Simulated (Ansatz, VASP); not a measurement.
**Fe: VASP beside Ansatz**

```xyz
2
Lattice="-2.9100 2.9100 2.9100 1.4550 -1.4550 1.4550 1.4550 1.4550 -1.4550" Properties=species:S:1:pos:R:3 pbc="T T T"
Fe    0.0000    0.0000    0.0000
Fe   -1.4550    1.4550    1.4550
```

Change from the starting cell: parallel moments scaled by 0.03, plain SCF.

Alike in both runs: task single point; functional r2SCAN; k mesh 7 × 14 × 14; occupations fermi-dirac, width 0.1 eV; collinear spin.

|  | VASP | Ansatz |
| --- | --- | --- |
| version | VASP 6.6.1 | Ansatz 0.2.0 |
| potentials or method | VASP PAW PBE potentials, release 64 (Fe), cutoff 520 eV | PAW, plane waves, scalar-relativistic |
| valence electrons in the cell | 16 | 32 |

```tsv
	VASP	Ansatz	Ansatz less VASP
pressure (GPa)	-35.7	-6.4	+29.26
net moment per atom (μB)	0.00	2.72	+2.724
size of the moment on the site where the two differ most (μB)	0.00	2.88	+2.884
```

The net moments are unlike, so the other rows may belong to different states. VASP's potentials were made for PBE, not for r2SCAN. Site moments also hang on the region over which each program counts them. VASP's potentials hold 16 valence electrons a cell and Ansatz's 32, so a difference there can come from the potentials and not from the codes. Ansatz's warnings: stability check not made.

Noted on VASP's run: the cell as given lies far from equilibrium.
